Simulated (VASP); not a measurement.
LiF: single point with PBE

The system is LiF.

```
Li F
1.0
     0.00000    2.01400    2.01400
     2.01400    0.00000    2.01400
     2.01400    2.01400    0.00000
Li F
1 1
Direct
  0.00000 0.00000 0.00000
  0.40690 0.40690 0.59310
```

This cell differs from its parent crystal: all F atoms moved +0.375 Å, as atom 2 towards its neighbour atom 1 (Li) at 2.014 Å.

- Program: VASP 6.6.1
- Task: single point
- Functional: PBE
- Potentials or basis: VASP PAW PBE potentials, release 64 (Li_sv, F)
- Cutoff: 520 eV
- k mesh: 10 × 10 × 10
- Occupations: gaussian, width 0.05 eV
- Spin: no spin polarisation
- Dipole correction: no
- Further INCAR settings: ALGO = Normal; EDIFF = 1e-06; NBANDS = 12

The largest force is 1.683 eV/Å. The band gap on the k mesh is 8.88 eV, direct.

Forces in eV/Å, atoms in the order of the input:
```
Li   0.000  0.000 -1.683
F    0.000  0.000  1.683
```

Levels at points of the mesh, in eV from the valence-band top:
| k point | band 1 | band 2 | band 3 | band 4 | band 5 | band 6 | band 7 | band 8 | band 9 | band 10 |
| --- | --- | --- | --- | --- | --- | --- | --- | --- | --- | --- |
| (0.00, 0.00, 0.00) | -40.79 | -19.98 | -0.22 | 0.00 | 0.00 | 8.88 | 22.00 | 22.00 | 24.55 | 25.20 |
| (0.50, 0.00, 0.00) | -40.73 | -19.60 | -2.54 | -0.43 | -0.26 | 11.02 | 16.03 | 19.10 | 20.38 | 29.06 |
| (0.50, 0.50, 0.00) | -40.71 | -19.42 | -2.84 | -1.03 | -1.03 | 14.04 | 16.52 | 18.41 | 20.37 | 20.37 |
| (0.00, 0.50, 0.50) | -40.72 | -19.34 | -3.01 | -1.07 | -0.95 | 14.84 | 15.50 | 15.84 | 21.46 | 23.78 |

It took 8.2 s on 1 thread of Intel(R) Xeon(R) 6975P-C (Granite Rapids), with other jobs on the host, peak memory 0.13 GiB.

Caveat: the cell differs from its parent crystal (all F atoms moved +0.375 Å, as atom 2 towards its neighbour atom 1 (Li) at 2.014 Å); forces of over 1 eV/Å act on the atoms, so gaps and moduli don't describe the material at rest. A k mesh can miss the band edges.
